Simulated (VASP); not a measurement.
# SiC (Cm) in VASP: single point with LDA

Aim: the single point of SiC with LDA.

All numbers are computed with VASP 6.6.1; they aren't measurements. Logs are shortened: lines on timing, memory, paths and dates and some standing lists are left out, and cuts for length are marked.

### Step 1. The cell of the first run

It takes space group Cm (No. 8, monoclinic). Conventional cell: a = 5.325 Å, b = 3.075 Å, c = 3.075 Å, α = 90.00°, β = 125.26°, γ = 90.00°. Within 2.4 Å of Si (site symmetry m) lie 4 C at 1.78 to 1.99 Å. C (site symmetry m) has 4 Si at 1.78 to 1.99 Å within 2.4 Å.

### Step 2. Single point, LDA

INCAR reads:

```
SYSTEM = SiC
PREC     = Accurate       ! precision mode
ENCUT    = 520            ! plane-wave cutoff, eV
EDIFF    = 1E-6           ! SCF threshold, eV
ISMEAR   = 0              ! smearing method
SIGMA    = 0.05           ! smearing width, eV
LREAL    = .False.        ! projectors in reciprocal space
LASPH    = .True.         ! aspherical terms in the spheres
NELM     = 60             ! most SCF steps
ALGO     = Normal         ! electronic algorithm
ISIF     = 2              ! what is computed and relaxed
LWAVE    = .False.        ! write WAVECAR
LCHARG   = .False.        ! write CHGCAR
GGA      = CA             ! functional
NBANDS   = 11             ! bands
```

KPOINTS reads:

```
regular mesh
0
Gamma
  12 12 12
  0 0 0
```

POSCAR reads:

```
SiC
1.0
    0.0000000000      2.1740000000      2.1740000000
    2.1740000000      0.0000000000      2.1740000000
    2.1740000000      2.1740000000      0.0000000000
Si C
1 1
Direct
   -0.0406570136      0.0000000000      0.0000000000
    0.7500000000      0.7500000000      0.7500000000
```

Potentials or basis: VASP PAW LDA potentials, release 64 (Si, C).

Started as:

```console
cat potpaw_LDA.64/Si/POTCAR potpaw_LDA.64/C/POTCAR > POTCAR
mpirun -np 1 vasp_std > vasp.out
```

OUTCAR:

```text
SYSTEM = SiC
   PREC = Accurate
   ENCUT = 520
   EDIFF = 1E-6
   ISMEAR = 0
   LREAL = .False.
   LASPH = .True.
   NELM = 60
   ISIF = 2
   GGA = CA

 ion  position               nearest neighbor table
   1  0.959  0.000  0.000-   2 1.78   2 1.89   2 1.89   2 1.99
   2  0.750  0.750  0.750-   1 1.78   1 1.89   1 1.89   1 1.99

  LATTYP: Found a face centered cubic cell.
 ALAT       =     4.3480000000

  Lattice vectors:

 A1 = (   0.0000000000,   2.1740000000,   2.1740000000)
 A2 = (   2.1740000000,   0.0000000000,   2.1740000000)
 A3 = (   2.1740000000,   2.1740000000,   0.0000000000)

Analysis of symmetry for initial positions (statically):
=====================================================================
 Subroutine PRICEL returns:
 Original cell was already a primitive cell.

 Routine SETGRP: Setting up the symmetry group for a
 face centered cubic supercell.

 Subroutine GETGRP returns: Found  2 space group operations
 (whereof  2 operations were pure point group operations)
 out of a pool of 48 trial point group operations.

The static configuration has the point symmetry C_1h.

Analysis of symmetry for dynamics (positions and initial velocities):
=====================================================================
 Subroutine PRICEL returns:
 Original cell was already a primitive cell.

 Routine SETGRP: Setting up the symmetry group for a
 face centered cubic supercell.

 Subroutine GETGRP returns: Found  2 space group operations
 (whereof  2 operations were pure point group operations)
 out of a pool of 48 trial point group operations.

The dynamic configuration has the point symmetry C_1h.

 Subroutine INISYM returns: Found  2 space group operations
 (whereof  2 operations are pure point group operations),
 and found     1 'primitive' translations

----------------------------------------------------------------------------------------

                                     Primitive cell

  volume of cell :      20.5498

  direct lattice vectors                    reciprocal lattice vectors
     0.000000000  2.174000000  2.174000000    -0.229990800  0.229990800  0.229990800
     2.174000000  0.000000000  2.174000000     0.229990800 -0.229990800  0.229990800
     2.174000000  2.174000000  0.000000000     0.229990800  0.229990800 -0.229990800

  length of vectors
     3.074500285  3.074500285  3.074500285     0.398355752  0.398355752  0.398355752

  position of ions in fractional coordinates (direct lattice)
     0.959342986  0.000000000  0.000000000
     0.750000000  0.750000000  0.750000000

  ion indices of the primitive-cell ions
   primitive index   ion index
                 1           1
                 2           2

----------------------------------------------------------------------------------------

 KPOINTS: regular mesh

Automatic generation of k-mesh.
 Grid dimensions read from file:
 generate k-points for:   12   12   12

 Generating k-lattice:

  Cartesian coordinates                     Fractional coordinates (reciprocal lattice)
    -0.019165900  0.019165900  0.019165900     0.083333333  0.000000000  0.000000000
     0.019165900 -0.019165900  0.019165900     0.000000000  0.083333333  0.000000000
     0.019165900  0.019165900 -0.019165900     0.000000000  0.000000000  0.083333333

  Length of vectors
     0.033196313  0.033196313  0.033196313

  Shift w.r.t. Gamma in fractional coordinates (k-lattice)
     0.000000000  0.000000000  0.000000000

 Subroutine IBZKPT returns following result:
 ===========================================

 Found    476 irreducible k-points:

 Following reciprocal coordinates:
            Coordinates               Weight
  0.000000  0.000000  0.000000      1.000000
  0.083333  0.000000  0.000000      2.000000
  0.000000  0.083333  0.000000      4.000000
  0.083333  0.083333  0.083333      2.000000
  0.166667  0.000000  0.000000      2.000000
  0.000000  0.166667  0.000000      4.000000
[... 16 lines left out ...]
  0.000000  0.166667  0.083333      4.000000
  0.083333  0.000000  0.166667      4.000000
 [... further k-points ...]
   k-points           NKPTS =    476   k-points in BZ     NKDIM =    476   number of bands    NBANDS=     11
   number of dos      NEDOS =    301   number of ions     NIONS =      2
   total plane-waves  NPLWV =  13824
   dimension x,y,z NGX =    24 NGY =   24 NGZ =   24
   dimension x,y,z NGXF=    48 NGYF=   48 NGZF=   48
   ions per type =               1   1
   NGX,Y,Z   is equivalent  to a cutoff of  12.98, 12.98, 12.98 a.u.
   NGXF,Y,Z  is equivalent  to a cutoff of  25.95, 25.95, 25.95 a.u.
 SYSTEM =  SiC
   PREC   = accura    normal or accurate (medium, high low for compatibility)
   ISTART =      0    job   : 0-new  1-cont  2-samecut
   ICHARG =      2    charge: 1-file 2-atom 10-const
   ISPIN  =      1    spin polarized calculation?
   LNONCOLLINEAR =      F non collinear calculations
   LSORBIT =      F    spin-orbit coupling
   LASPH  =      T    aspherical Exc in radial PAW
   ENCUT  =  520.0 eV  38.22 Ry    6.18 a.u.   5.72  5.72  5.72*2*pi/ulx,y,z
   NELM   =     60;   NELMIN=  2; NELMDL= -5     # of ELM steps
   EDIFF  = 0.1E-05   stopping-criterion for ELM
   LREAL  =      F    real-space projection
   EDIFFG = 0.1E-04   stopping-criterion for IOM
   NSW    =      0    number of steps for IOM
   IBRION =     -1    ionic relax: 0-MD 1-quasi-New 2-CG
   NFREE  =      0    steps in history (QN), initial steepest desc. (CG)
   ISIF   =      2    stress and relaxation
   ISYM   =      2    0-nonsym 1-usesym 2-fastsym
   POTIM  = 0.5000    time-step for ionic-motion
   TEBEG  =    0.0;   TEEND  =   0.0 temperature during run
   PSTRESS=    0.0 pullay stress
   NELECT =       8.0000    total number of electrons
   NUPDOWN=      -1.0000    fix difference up-down
   EMIN   =  10.00;   EMAX   =-10.00  energy-range for DOS
   EFERMI =   0.00;   METHOD = LEGACY
   ISMEAR =     0;   SIGMA  =   0.05  broadening in eV -4-tet -1-fermi 0-gaus
   EFERMI_NEDOS =   21; number of points for ismear=-14 and -15
   IALGO  =     38    algorithm
   IMIX   =      4    mixing-type and parameters
     AMIX     =   0.40;   BMIX     =  1.00
     AMIX_MAG =   1.60;   BMIX_MAG =  1.00
  volume/ion in A,a.u.               =      10.27        69.34
  Fermi-wavevector in a.u.,A,eV,Ry     =   1.195369  2.258920 19.441458  1.428907
  Thomas-Fermi vector in A             =   2.331336
   LORBIT       =      0    0 simple, 1 ext, 2 COOP (PROOUT), +10 PAW based schemes
   GGA     = CA    functional components
   LHFCALC =     F    Hartree Fock is set to
   AEXX    =    0.0000 exact exchange contribution
   IVDW    =     0    specifies the selected vdW correction
   LEPSILON=     F    determine dielectric tensor
   LRPA    =     F    only Hartree local field effects (RPA)
 non-spin polarized calculation
 Gauss-broadening in eV      SIGMA  =   0.05
  energy-cutoff  :      520.00
  volume of cell :       20.55
 maximum number of plane-waves:       568
   NGX = 11   NGY = 11   NGZ = 11

 number of electron       8.0000001 magnetization

 Free energy of the ion-electron system (eV)
  ---------------------------------------------------
  ext. energy  EPLUGINS =         0.00000000
  ---------------------------------------------------
  free energy    TOTEN  =       -16.49070537 eV

  energy without entropy =      -16.49070537  energy(sigma->0) =      -16.49070537

 E-fermi :   8.9039     XC(G=0): -11.5855

 val. band max:        8.6839407086   @ k =   0.0000   0.0000   0.0000
 cond. band min:       9.3920634378   @ k =   0.0000   0.5000   0.5000
 fundamental gap:      0.7081227293
 Fermi energy:         8.9039104209

 k-point     1 :       0.0000    0.0000    0.0000
  band No.  band energies     occupation
      1      -7.2402      2.00000
      2       7.5181      2.00000
      3       8.1441      2.00000
      4       8.6839      2.00000
      5      14.4323      0.00000
      6      15.2110      0.00000
      7      15.3324      0.00000
      8      15.6849      0.00000
      9      22.6005      0.00000
     10      22.6066      0.00000
     11      24.3114      0.00000

 k-point     2 :       0.0833    0.0000    0.0000
  band No.  band energies     occupation
      1      -7.1046      2.00000
      2       7.3904      2.00000
      3       7.9352      2.00000
      4       8.0592      2.00000
      5      14.7133      0.00000
      6      15.3479      0.00000
      7      15.4452      0.00000
      8      15.8740      0.00000
      9      21.9693      0.00000
     10      21.9875      0.00000
     11      24.0847      0.00000

 k-point     3 :       0.0000    0.0833    0.0000
  band No.  band energies     occupation
      1      -7.1034      2.00000
      2       7.1865      2.00000
      3       7.7222      2.00000
      4       8.5399      2.00000
      5      14.6247      0.00000
      6      15.2392      0.00000
      7      15.5261      0.00000
      8      15.9731      0.00000
      9      21.8276      0.00000
     10      21.9049      0.00000
     11      24.2826      0.00000

 k-point     4 :       0.0833    0.0833    0.0833
  band No.  band energies     occupation
      1      -7.1022      2.00000
      2       6.8911      2.00000
      3       8.0373      2.00000
      4       8.5633      2.00000
      5      14.6019      0.00000
      6      15.3401      0.00000
      7      15.5705      0.00000
      8      15.8504      0.00000
      9      21.7038      0.00000
     10      21.7728      0.00000
     11      24.4436      0.00000

 k-point     5 :       0.1667    0.0000    0.0000
  band No.  band energies     occupation
      1      -6.7021      2.00000
      2       6.0856      2.00000
      3       7.2968      2.00000
      4       7.8480      2.00000
      5      14.4853      0.00000
      6      15.6150      0.00000
      7      16.0650      0.00000
      8      16.5021      0.00000
      9      21.3013      0.00000
     10      21.3736      0.00000
     11      23.3415      0.00000
[... 211 lines left out ...]
 k-point    21 :       0.0000    0.0833    0.0833
  band No.  band energies     occupation
      1      -7.0578      2.00000
      2       7.0998      2.00000
      3       7.7998      2.00000
      4       8.2504      2.00000
      5      14.7078      0.00000
      6      14.9522      0.00000
      7      15.8357      0.00000
      8      16.1079      0.00000
      9      20.7103      0.00000
     10      22.8123      0.00000
     11      24.9780      0.00000

 k-point    22 :       0.1667    0.0833    0.0000
  band No.  band energies     occupation
      1      -6.7437      2.00000
      2       6.5318      2.00000
      3       7.1334      2.00000
      4       7.7173      2.00000
      5      14.4416      0.00000
      6      15.3884      0.00000
      7      16.3011      0.00000
      8      16.5575      0.00000
      9      19.9147      0.00000
     10      22.6602      0.00000
     11      24.5162      0.00000

 k-point    23 :       0.0000    0.1667    0.0833
  band No.  band energies     occupation
      1      -6.7411      2.00000
      2       6.1819      2.00000
      3       7.2797      2.00000
      4       8.0054      2.00000
      5      14.4094      0.00000
      6      15.2962      0.00000
      7      16.2666      0.00000
      8      16.7164      0.00000
      9      19.8103      0.00000
     10      22.4977      0.00000
     11      24.7960      0.00000

 k-point    24 :       0.0833    0.0000    0.1667
  band No.  band energies     occupation
      1      -6.7399      2.00000
      2       6.1589      2.00000
      3       7.1104      2.00000
      4       8.2286      2.00000
      5      14.4326      0.00000
      6      15.1484      0.00000
      7      16.3800      0.00000
      8      16.7623      0.00000
      9      19.8103      0.00000
     10      22.3963      0.00000
     11      24.6544      0.00000

 [... further k-points ...]

------------------------ aborting loop because EDIFF is reached ----------------------------------------

  FORCE on cell =-STRESS in cart. coord.  units (eV):
  Direction    XX          YY          ZZ          XY          YZ          ZX
  --------------------------------------------------------------------------------------
  -------------------------------------------------------------------------------------
  Total        0.0436872     -0.1489405     -0.1489405      0.7390213      0.2981953      0.7390213
  in kB        3.4060870    -11.6122103    -11.6122103     57.6180956     23.2489203     57.6180954
  external PRESSURE =      -6.6061112 kB  Pullay stress =       0.0000000 kB

 VOLUME and BASIS-vectors are now :
 -----------------------------------------------------------------------------
  energy-cutoff  :      520.00
  volume of cell :       20.55
      direct lattice vectors                 reciprocal lattice vectors
     0.000000000  2.174000000  2.174000000    -0.229990800  0.229990800  0.229990800
     2.174000000  0.000000000  2.174000000     0.229990800 -0.229990800  0.229990800
     2.174000000  2.174000000  0.000000000     0.229990800  0.229990800 -0.229990800

 POSITION                                       TOTAL-FORCE (eV/Angst)
 -----------------------------------------------------------------------------------
      0.00000      2.08561      2.08561         0.539886      1.709670      1.709670
      3.26100      3.26100      3.26100        -0.539886     -1.709670     -1.709670
 -----------------------------------------------------------------------------------
    total drift:                                0.000185      0.000676      0.000676

  FREE ENERGIE OF THE ION-ELECTRON SYSTEM (eV)
  ---------------------------------------------------
  free  energy   TOTEN  =       -16.4907053718 eV

  energy  without entropy=      -16.4907053718  energy(sigma->0) =      -16.49070537
```

Wall time 88 s (1 thread of Intel Xeon 8259CL, shared host); peak memory 0.21 GiB.

Results:

* Free energy: -16.4907 eV
* Pressure: -0.7 GPa
* Largest force: 2.477 eV/Å
* Band gap on the k mesh: 0.71 eV (least direct gap 4.25 eV)

Forces on the atoms (eV/Å):
```
Si   0.540  1.710  1.710
C   -0.540 -1.710 -1.710
```

Stress tensor (GPa, compression positive):
```
 0.34  5.76  5.76
 5.76 -1.16  2.32
 5.76  2.32 -1.16
```

Caveat: the cell differs from its parent crystal (all Si atoms moved +0.125 Å, as atom 1 towards its neighbour atom 1 (Si) at 3.075 Å); forces of over 1 eV/Å act on the atoms, so gaps and moduli don't describe the material at rest. A k mesh can miss the band edges.
